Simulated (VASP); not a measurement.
**Ge: relaxation of cell and atoms with r2SCAN**

The system is Ge.

```
CELL_PARAMETERS angstrom
2.91000 0.00000 0.00000
-1.45500 2.52013 0.00000
0.00000 0.00000 4.75203
ATOMIC_POSITIONS crystal
Ge 0.33333 0.66667 0.25000
Ge 0.66667 0.33333 0.75000
```

```
Program                : VASP 6.6.1
Task                   : relaxation of cell and atoms
Functional             : r2SCAN
Potentials or basis    : VASP PAW PBE potentials, release 64 (Ge_d)
Cutoff                 : 600 eV
k mesh                 : 10 × 10 × 5
Occupations            : fermi-dirac, width 0.05 eV
Spin                   : no spin polarisation
Target pressure        : 10 GPa
Dipole correction      : no
Further INCAR settings : ALGO = Normal; EDIFF = 1e-06; IBRION = 2; EDIFFG = -0.03; NSW = 80; ISIF = 3
```

```
Relaxed volume                                         : 16.63 Å³/atom
Relaxed cell                                           : a = 2.820 Å, b = 2.820 Å, c = 4.828 Å, α = 90.00°, β = 90.00°, γ = 120.00°
Space group after relaxing (to 0.05 Å)                 : P6_3/mmc (No. 194)
Energy change on relaxing (the enthalpy is what falls) : +26.1 meV/atom
Ionic steps                                            : 8
Pressure after relaxing                                : 9.9 GPa
Band gap on the k mesh                                 : zero (band 14 reaches 17.07 eV, above the bottom of band 15 at 5.39 eV)
```

Stress tensor (GPa, compression positive):
```
 9.81  0.00  0.00
 0.00  9.81  0.00
 0.00  0.00 10.19
```

The path:
```tsv
step	energy change (eV)	largest force (eV/Å)	pressure (GPa)	volume (Å³)
1	0.0000	0.0000	4.99	34.85
2	0.1492	0.0000	13.84	32.17
3	0.0779	0.0000	10.23	33.14
4	0.0756	0.0000	10.47	33.05
5	0.0784	0.0000	11.30	32.86
6	0.0343	0.0000	9.08	33.58
7	0.0587	0.0000	10.30	33.15
8	0.0522	0.0000	9.94	33.25
```

Final structure:
```
Ge
1.0
     2.82007    0.00000    0.00000
    -1.41003    2.44225    0.00000
     0.00000    0.00000    4.82844
Ge
2
Direct
  0.33333 0.66667 0.25000
  0.66667 0.33333 0.75000
```

Levels at points of the mesh, in eV from the Fermi level:
| k point | band 12 | band 13 | band 14 | band 15 | band 16 | band 17 |
| --- | --- | --- | --- | --- | --- | --- |
| (0.00, 0.00, 0.00) | -9.34 | -7.03 | 8.79 | 8.79 | 9.66 | 10.85 |
| (0.50, 0.00, 0.00) | -7.90 | -2.95 | -2.54 | -1.39 | 1.16 | 3.45 |

It took 7.1 min on 1 thread of Intel Xeon 6975P-C, with other jobs on the host, peak memory 0.19 GiB.

Caveat: the cell is relaxed towards a set pressure, so the enthalpy falls and the energy may rise; the PAW data sets were made with another functional, which shifts forces and pressure a little.
